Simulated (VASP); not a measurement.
# HfTaN2: single point with LDA

Crystal: HfTaN2.

```
CELL_PARAMETERS angstrom
1.56185 0.90173 5.05519
-1.56185 0.90173 5.05519
0.00000 -1.80347 5.05519
ATOMIC_POSITIONS crystal
Hf 0.00000 0.00000 0.00000
Ta 0.50000 0.50000 0.50000
N 0.24879 0.24879 0.24879
N 0.75121 0.75121 0.75121
```

* Program: VASP 6.6.1
* Task: single point
* Functional: LDA
* Potentials or basis: VASP PAW LDA potentials, release 64 (Hf_pv, Ta_pv, N)
* Cutoff: 520 eV
* k mesh: 9 × 9 × 9
* Occupations: gaussian, width 0.05 eV
* Spin: no spin polarisation
* Dipole correction: no
* Further INCAR settings: ALGO = Normal; EDIFF = 1e-06; NBANDS = 24

* Pressure: 0.1 GPa
* Largest force: 0.160 eV/Å
* Band gap on the k mesh: zero (an odd number of electrons rules out a gap without spin polarisation)

Forces in eV/Å, atoms in the order of the input:
```
Hf   0.000  0.000  0.000
Ta   0.000  0.000  0.000
N    0.000  0.000  0.160
N    0.000  0.000 -0.160
```

Stress tensor (GPa, compression positive):
```
-0.12  0.00  0.00
 0.00 -0.12  0.00
 0.00  0.00  0.59
```

Levels at points of the mesh, in eV from the Fermi level:
```tsv
k point	band 12	band 13	band 14	band 15	band 16	band 17	band 18	band 19
(0.00, 0.00, 0.00)	-3.42	-3.42	-3.37	-1.44	-1.44	-1.24	1.00	1.00
```

Wall time 70 s on 1 thread of Intel(R) Xeon(R) 6975P-C (Granite Rapids), with other jobs on the host, peak memory 0.26 GiB.

Caveat: spin-orbit coupling is left out, which moves the levels of the heavy elements.
